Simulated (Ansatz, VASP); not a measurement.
One calculation of CaBr, two programs

File POSCAR:

```
CaBr
1.0
    3.9170220000      0.0000000000      0.0000000000
   -1.9585110000      3.3922410000      0.0000000000
    0.0000000000      0.0000000000      4.3410340000
Ca Br
1 1
Direct
    0.0000000000      0.0000000000      0.0000000000
    0.3333333333      0.6666666667      0.5000000000
```

File INCAR.step1:

```
  PREC = Accurate
  ENCUT = 520
  ISMEAR = -1
  SIGMA = 0.05
  LREAL = False
  LASPH = True
  NELM = 80
  NBANDS = 16
  GGA = PE
  ALGO = Normal
  EDIFF = 1E-4
  LWAVE = True
  LCHARG = False
```

The input INCAR.step2:

```
  PREC = Accurate
  ENCUT = 520
  EDIFF = 1E-7
  ISMEAR = -1
  SIGMA = 0.05
  LREAL = False
  LASPH = True
  NELM = 80
  ALGO = Normal
  ISIF = 2
  LWAVE = False
  LCHARG = False
  METAGGA = R2SCAN
  LMIXTAU = True
  NBANDS = 16
  ISTART = 1
```

Contents of KPOINTS:

```
regular mesh
0
Gamma
  10 10 8
```

Input for Ansatz:

```yaml
crystal:
  lattice:
    - [3.917022, 0.0, 0.0]
    - [-1.958511, 3.392241, 0.0]
    - [0.0, 0.0, 4.341034]
  atoms:
    - { symbol: Ca, position: [0.0, 0.0, 0.0] }
    - { symbol: Br, position: [0.3333333333333333, 0.6666666666666666, 0.5] }
kpoints:
  mp_grid:
    grid: [10, 10, 8]
    shift: [0.0, 0.0, 0.0]
hamiltonian:
  xc: r2scan
scf:
  occupations:
    method: fermi_dirac
    width: 0.05
output:
  stress: true
```

Alike in both runs: task single point; functional r2SCAN; k mesh 10 × 10 × 8; occupations fermi-dirac, width 0.05 eV; no spin polarisation.

|  | VASP | Ansatz |
| --- | --- | --- |
| version | VASP 6.6.1 | Ansatz 0.2.0 |
| potentials or method | VASP PAW PBE potentials, release 64 (Ca_sv, Br) | plane waves, PAW |
| plane-wave cutoff (eV) | 520 | 500 |
| valence electrons in the cell | 17 | 17 |

```csv
,VASP,Ansatz,Ansatz less VASP
pressure (GPa),-0.3,-0.4,-0.11
"traceless stress, the component that is largest in VASP (GPa)",0.05,0.03,-0.027
```

VASP's potentials were made for PBE, not for r2SCAN. With one functional, cell and mesh, what is left measures potentials, basis and numerics.
